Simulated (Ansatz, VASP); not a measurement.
## Si: VASP beside Ansatz

```
CELL_PARAMETERS angstrom
0.00000 2.71681 2.71681
2.71681 0.00000 2.71681
2.71681 2.71681 0.00000
ATOMIC_POSITIONS crystal
Si 0.75000 0.75000 0.75000
Si 0.50000 0.50000 0.50000
```

Alike in both runs: task single point; functional HSE06; k mesh 6 × 6 × 6; no spin polarisation.

|  | VASP | Ansatz |
| --- | --- | --- |
| version | VASP 6.6.1 | Ansatz 0.2.0 |
| potentials or method | VASP PAW PBE potentials, release 64 (Si), cutoff 520 eV | scalar-relativistic, plane waves, PAW |
| occupations | gaussian, width 0.01 eV | fixed |
| valence electrons in the cell | 8 | 8 |

|  | VASP | Ansatz | Ansatz less VASP |
| --- | --- | --- | --- |
| gap on the k mesh at the Fermi level (eV) | 1.30 | 1.28 | -0.012 |
| least direct gap on the mesh (eV) | 3.33 | 3.32 | -0.010 |
